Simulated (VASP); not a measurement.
# Ni (P6_3/mmc) in VASP: a series of runs, part 2 of 2

VASP 6.6.1. The steps go on from the part before.

## Step 3: Single point, PBE, collinear spin, ferromagnetic start (10.47 Å³/atom)

This run uses another cell than the first one, of 10.47 Å³/atom.

INCAR reads:

```
PREC = Accurate
ENCUT = 520
EDIFF = 1E-6
ISMEAR = -1
SIGMA = 0.05
LREAL = F
LASPH = T
NELM = 150
ALGO = Normal
ISIF = 2
LWAVE = F
LCHARG = T
ISPIN = 2
MAGMOM = 0.68 0.68 0.691 0.691
LORBIT = 11
LMAXMIX = 4
GGA = PE
LELF = T
LVHAR = T
NBANDS = 32
```

KPOINTS reads:

```
Automatic mesh
0
Gamma
  19 19 5
```

POSCAR reads:

```
Ni
1.0
    2.4538231632      0.0000000000      0.0000000000
   -1.2269115816      2.1250731957      0.0000000000
    0.0000000000      0.0000000000      8.0342607615
Ni
4
Direct
    1.0000000000      1.0000000000      0.0000000000
    1.0000000000      1.0000000000      0.5000000000
    0.3333333333      0.6666666667      0.2500000000
    0.6666666667      0.3333333333      0.7500000000
```

Potentials or basis: VASP PAW PBE potentials, release 64 (Ni).

The run is started by

```sh
$ cat potpaw_PBE.64/Ni/POTCAR > POTCAR
$ mpirun -np 1 vasp_std > vasp.out
```

OUTCAR:

```text
PREC = Accurate
   ENCUT = 520
   EDIFF = 1E-6
   ISMEAR = -1
   LREAL = F
   LASPH = T
   NELM = 150
   ISIF = 2
   ISPIN = 2
   LORBIT = 11
   GGA = PE

 ion  position               nearest neighbor table
   1  0.000  0.000  0.000-   3 2.46   4 2.46   3 2.46   4 2.46   4 2.46   3 2.46
   2  0.000  0.000  0.500-   3 2.46   4 2.46   3 2.46   4 2.46   4 2.46   3 2.46
   3  0.333  0.667  0.250-   1 2.46   2 2.46   1 2.46   2 2.46   1 2.46   2 2.46
   4  0.667  0.333  0.750-   1 2.46   2 2.46   1 2.46   2 2.46   1 2.46   2 2.46

  LATTYP: Found a hexagonal cell.
 ALAT       =     2.4538231632
 C/A-ratio  =     3.2741808301

  Lattice vectors:

 A1 = (   2.4538231632,   0.0000000000,   0.0000000000)
 A2 = (  -1.2269115816,   2.1250731957,   0.0000000000)
 A3 = (   0.0000000000,   0.0000000000,   8.0342607615)

Analysis of symmetry for initial positions (statically):
=====================================================================
 Subroutine PRICEL returns:
 Original cell was already a primitive cell.

 Routine SETGRP: Setting up the symmetry group for a
 hexagonal supercell.

 Subroutine GETGRP returns: Found 24 space group operations
 (whereof 12 operations were pure point group operations)
 out of a pool of 24 trial point group operations.

The static configuration has the point symmetry D_3d.
 The point group associated with its full space group is D_6h.

Analysis of symmetry for dynamics (positions and initial velocities):
=====================================================================
 Subroutine PRICEL returns:
 Original cell was already a primitive cell.

 Routine SETGRP: Setting up the symmetry group for a
 hexagonal supercell.

 Subroutine GETGRP returns: Found 24 space group operations
 (whereof 12 operations were pure point group operations)
 out of a pool of 24 trial point group operations.

The dynamic configuration has the point symmetry D_3d.
 The point group associated with its full space group is D_6h.

Analysis of structural, dynamic, and magnetic symmetry:
=====================================================================
 Subroutine PRICEL returns:
 Original cell was already a primitive cell.

 Routine SETGRP: Setting up the symmetry group for a
 hexagonal supercell.

 Subroutine GETGRP returns: Found 24 space group operations
 (whereof 12 operations were pure point group operations)
 out of a pool of 24 trial point group operations.

The overall configuration has the point symmetry D_3d.
 The point group associated with its full space group is D_6h.

 Subroutine INISYM returns: Found 24 space group operations
 (whereof 12 operations are pure point group operations),
 and found     1 'primitive' translations

----------------------------------------------------------------------------------------

                                     Primitive cell

  volume of cell :      41.8951

  direct lattice vectors                    reciprocal lattice vectors
     2.453823163  0.000000000  0.000000000     0.407527329  0.235286013  0.000000000
    -1.226911582  2.125073196  0.000000000     0.000000000  0.470572026  0.000000000
     0.000000000  0.000000000  8.034260762     0.000000000  0.000000000  0.124466958

  length of vectors
     2.453823163  2.453823163  8.034260762     0.470572026  0.470572026  0.124466958

[... 83 lines left out ...]
   NELM   =    150;   NELMIN=  2; NELMDL= -5     # of ELM steps
   EDIFF  = 0.1E-05   stopping-criterion for ELM
   LREAL  =      F    real-space projection
   EDIFFG = 0.1E-04   stopping-criterion for IOM
   NSW    =      0    number of steps for IOM
   IBRION =     -1    ionic relax: 0-MD 1-quasi-New 2-CG
   NFREE  =      0    steps in history (QN), initial steepest desc. (CG)
   ISIF   =      2    stress and relaxation
   ISYM   =      2    0-nonsym 1-usesym 2-fastsym
   POTIM  = 0.5000    time-step for ionic-motion
   TEBEG  =    0.0;   TEEND  =   0.0 temperature during run
   PSTRESS=    0.0 pullay stress
   NELECT =      40.0000    total number of electrons
   NUPDOWN=      -1.0000    fix difference up-down
   EMIN   =  10.00;   EMAX   =-10.00  energy-range for DOS
   EFERMI =   0.00;   METHOD = LEGACY
   ISMEAR =    -1;   SIGMA  =   0.05  broadening in eV -4-tet -1-fermi 0-gaus
   EFERMI_NEDOS =   21; number of points for ismear=-14 and -15
   IALGO  =     38    algorithm
   IMIX   =      4    mixing-type and parameters
     AMIX     =   0.40;   BMIX     =  1.00
     AMIX_MAG =   1.60;   BMIX_MAG =  1.00
  volume/ion in A,a.u.               =      10.47        70.68
  Fermi-wavevector in a.u.,A,eV,Ry     =   1.612033  3.046300 35.356765  2.598649
  Thomas-Fermi vector in A             =   2.707328
   LORBIT       =     11    0 simple, 1 ext, 2 COOP (PROOUT), +10 PAW based schemes
   GGA     = PE    functional components
   LHFCALC =     F    Hartree Fock is set to
   AEXX    =    0.0000 exact exchange contribution
   IVDW    =     0    specifies the selected vdW correction
   LEPSILON=     F    determine dielectric tensor
   LRPA    =     F    only Hartree local field effects (RPA)
 spin polarized calculation
  energy-cutoff  :      520.00
  volume of cell :       41.90
 maximum number of plane-waves:      1151
   NGX =  9   NGY =  9   NGZ = 29

 number of electron      39.9999975 magnetization       2.4682027

 Free energy of the ion-electron system (eV)
  ---------------------------------------------------
  ext. energy  EPLUGINS =         0.00000000
  ---------------------------------------------------
  free energy    TOTEN  =       -21.81802226 eV

  energy without entropy =      -21.75880196  energy(sigma->0) =      -21.78841211

 E-fermi :   9.9344     XC(G=0): -13.4808

 val. band max:        9.9343212232   @ k =   0.2632   0.1053   0.2000
 cond. band min:       9.9371300802   @ k =   0.2632   0.1579   0.0000
 fundamental gap:      0.0028088570
 Fermi energy:         9.9344109257

 spin component 1

 k-point     1 :       0.0000    0.0000    0.0000
  band No.  band energies     occupation
      1       0.6469      1.00000
      2       2.9237      1.00000
      3       2.9287      1.00000
      4       4.8856      1.00000
      5       7.0414      1.00000
      6       7.1084      1.00000
[... 829 lines left out ...]
     31      26.0751      0.00000
     32      26.2061      0.00000

 [... further k-points ...]

 spin component 2

 k-point     1 :       0.0000    0.0000    0.0000
  band No.  band energies     occupation
      1       0.6160      1.00000
      2       2.9249      1.00000
      3       2.9251      1.00000
      4       5.2989      1.00000
      5       7.6918      1.00000
      6       7.6987      1.00000
[... 829 lines left out ...]
     31      26.1809      0.00000
     32      26.3209      0.00000

 [... further k-points ...]

------------------------ aborting loop because EDIFF is reached ----------------------------------------

  FORCE on cell =-STRESS in cart. coord.  units (eV):
  Direction    XX          YY          ZZ          XY          YZ          ZX
  --------------------------------------------------------------------------------------
  -------------------------------------------------------------------------------------
  Total        2.2496420      2.2496420      2.3108684      0.0000000      0.0000000      0.0000000
  in kB       86.0321780     86.0321780     88.3736348      0.0000000      0.0000000      0.0000000
  external PRESSURE =      86.8126636 kB  Pullay stress =       0.0000000 kB

 VOLUME and BASIS-vectors are now :
 -----------------------------------------------------------------------------
  energy-cutoff  :      520.00
  volume of cell :       41.90
      direct lattice vectors                 reciprocal lattice vectors
     2.453823163  0.000000000  0.000000000     0.407527329  0.235286013  0.000000000
    -1.226911582  2.125073196  0.000000000     0.000000000  0.470572026  0.000000000
     0.000000000  0.000000000  8.034260762     0.000000000  0.000000000  0.124466958

 POSITION                                       TOTAL-FORCE (eV/Angst)
 -----------------------------------------------------------------------------------
      0.00000      0.00000      0.00000         0.000000      0.000000     -0.000000
      0.00000      0.00000      4.01713         0.000000      0.000000     -0.000000
     -0.00000      1.41672      2.00857        -0.000000     -0.000000      0.000000
      1.22691      0.70836      6.02570         0.000000      0.000000      0.000000
 -----------------------------------------------------------------------------------
    total drift:                                0.000000     -0.000000      0.000000

  FREE ENERGIE OF THE ION-ELECTRON SYSTEM (eV)
  ---------------------------------------------------
  free  energy   TOTEN  =       -21.8180222644 eV

  energy  without entropy=      -21.7588019609  energy(sigma->0) =      -21.78841211

 total charge

# of ion       s       p       d       tot
------------------------------------------
    1        0.514   0.531   8.336   9.381
    2        0.514   0.531   8.336   9.381
    3        0.514   0.533   8.334   9.381
    4        0.514   0.533   8.334   9.381
--------------------------------------------------
tot          2.055   2.128  33.340  37.523

 magnetization (x)

# of ion       s       p       d       tot
------------------------------------------
    1       -0.006  -0.025   0.651   0.619
    2       -0.006  -0.025   0.651   0.619
    3       -0.006  -0.026   0.663   0.631
    4       -0.006  -0.026   0.663   0.631
--------------------------------------------------
tot         -0.023  -0.102   2.627   2.501
```

stdout:

```text
POSCAR found type information on POSCAR Ni
 POSCAR found :  1 types and       4 ions
 scaLAPACK will be used
 LDA part: xc-table for (Slater+PW92), standard interpolation
 POSCAR, INCAR and KPOINTS ok, starting setup
 FFT: planning ... GRIDC
 FFT: planning ... GRID_SOFT
 FFT: planning ... GRID
 WAVECAR not read
 entering main loop
```

Wall time 2.6 min (1 thread of Intel Xeon 6975P-C (Granite Rapids), shared host); peak memory 0.32 GiB.

What came out:

```
Free energy                                           : -21.8180 eV
Pressure                                              : 8.7 GPa
Net moment                                            : 2.47 μB per cell
Site moments                                          : Ni +0.62, +0.63 (each value once) μB
Valence electrons inside the program's atomic spheres : Ni 9.38
```

Caveat: the cell stands under pressure.

## Step 4: Relaxation of cell and atoms, PBE, collinear spin, ferromagnetic start

This run uses another cell than the first one, of 10.94 Å³/atom.

INCAR reads:

```
PREC = Accurate
ENCUT = 600
EDIFF = 1E-6
ISMEAR = -1
SIGMA = 0.05
LREAL = F
LASPH = T
NELM = 150
ALGO = Normal
ISIF = 3
LWAVE = F
LCHARG = F
ISPIN = 2
MAGMOM = 0.8 0.8 0.8 0.8
LORBIT = 11
LMAXMIX = 4
GGA = PE
IBRION = 2
NSW = 80
EDIFFG = -0.01
```

KPOINTS reads:

```
regular mesh
0
Gamma
  14 14 4
```

POSCAR reads:

```
Ni
1.0
    2.4917559660      0.0000000000      0.0000000000
   -1.2458779830      2.1579239666      0.0000000000
    0.0000000000      0.0000000000      8.1380749850
Ni
4
Direct
    0.0000000000      0.0000000000      0.0000000000
    0.0000000000      0.0000000000      0.5000000000
    0.3333333333      0.6666666667      0.2500000000
    0.6666666667      0.3333333333      0.7500000000
```

The run is started by

```sh
$ cat potpaw_PBE.64/Ni/POTCAR > POTCAR
$ mpirun -np 1 vasp_std > vasp.out
```

Run time: 5.7 min. Hardware: 1 thread of Oxide Virtual Turin-like, shared host; peak memory 0.24 GiB.

It converged, with:

```
Free energy                                           : -21.8555 eV
Relaxed volume                                        : 10.90 Å³/atom
Relaxed cell                                          : a = 2.486 Å, b = 2.486 Å, c = 8.141 Å, α = 90.00°, β = 90.00°, γ = 120.00°
Space group after relaxing (to 0.1 Å)                 : P6_3/mmc (No. 194)
Energy gained by relaxing                             : 0.1 meV/atom
Ionic steps                                           : 4
Pressure after relaxing                               : 0.0 GPa
Net moment                                            : 2.46 μB per cell
Site moments                                          : Ni +0.62, +0.63 (each value once) μB
Valence electrons inside the program's atomic spheres : Ni 9.31
```

Stress tensor (GPa, compression positive):
```
-0.01  0.00  0.00
 0.00 -0.01  0.00
 0.00  0.00  0.11
```

Step by step:
```tsv
step	energy change (eV)	largest force (eV/Å)	pressure (GPa)	volume (Å³)
1	0.0000	0.0000	-0.75	43.76
2	-0.0002	0.0000	0.67	43.43
3	-0.0005	0.0000	0.08	43.57
4	-0.0006	0.0000	0.03	43.59
```

Final structure:
```cif
data_structure
_symmetry_space_group_name_H-M 'P 1'
_symmetry_Int_Tables_number 1
_cell_length_a 2.4864
_cell_length_b 2.4864
_cell_length_c 8.1410
_cell_angle_alpha 90.000
_cell_angle_beta 90.000
_cell_angle_gamma 120.000
_cell_volume 43.59
loop_
_atom_site_label
_atom_site_type_symbol
_atom_site_fract_x
_atom_site_fract_y
_atom_site_fract_z
_atom_site_occupancy
Ni1 Ni 0.00000 0.00000 0.00000 1
Ni2 Ni 0.00000 0.00000 0.50000 1
Ni3 Ni 0.33333 0.66667 0.25000 1
Ni4 Ni 0.66667 0.33333 0.75000 1
```

Levels at points of the mesh, in eV from the Fermi level:
Spin up:
| k point | band 18 | band 19 | band 20 | band 21 | band 22 | band 23 | band 24 | band 25 |
| --- | --- | --- | --- | --- | --- | --- | --- | --- |
| (0.00, 0.00, 0.00) | -1.19 | -1.19 | -0.97 | -0.97 | -0.64 | -0.64 | -0.32 | 5.62 |
| (0.50, 0.00, 0.00) | -0.51 | -0.51 | -0.49 | 0.21 | 1.31 | 2.27 | 2.84 | 6.47 |
| (0.00, 0.00, 0.50) | -1.32 | -1.32 | -1.32 | -0.78 | -0.78 | -0.78 | -0.78 | 8.69 |
| (0.50, 0.00, 0.50) | -0.58 | -0.50 | -0.50 | 1.14 | 1.14 | 2.59 | 2.59 | 6.86 |
Spin down:
```csv
k point,band 16,band 17,band 18,band 19,band 20,band 21
"(0.00, 0.00, 0.00)",-0.86,-0.86,-0.54,-0.54,-0.38,-0.29
"(0.50, 0.00, 0.00)",0.17,0.21,0.28,0.30,0.30,0.33
"(0.00, 0.00, 0.50)",-1.57,-0.70,-0.70,-0.70,-0.70,-0.08
"(0.50, 0.00, 0.50)",-0.19,0.17,0.17,0.28,0.28,1.51
```

## Step 5: Summary

```csv
task,cell,k mesh,cutoff (eV),gap on the mesh (eV),pressure (GPa),moment (μB)
single point,"a = 2.419, b = 2.419, c = 7.921 Å, angles 90.0, 90.0, 120.0°, 4 atoms",19 × 19 × 5,520,none,19.7,2.40
single point,"a = 2.454, b = 2.454, c = 8.034 Å, angles 90.0, 90.0, 120.0°, 4 atoms",19 × 19 × 5,520,none,8.7,2.47
relaxation of cell and atoms,"relaxed from a = 2.492, b = 2.492, c = 8.138 Å, angles 90.0, 90.0, 120.0°, 4 atoms",14 × 14 × 4,600,none,0.0,2.46
```

Alike in all rows: level PBE; potentials or basis VASP PAW PBE potentials, release 64 (Ni); spin collinear, ferromagnetic start; smearing fermi-dirac 0.05 eV.

Caveats: the cell stands under pressure (at least some runs).

Absolute energies hang on the potentials; compare differences alone.
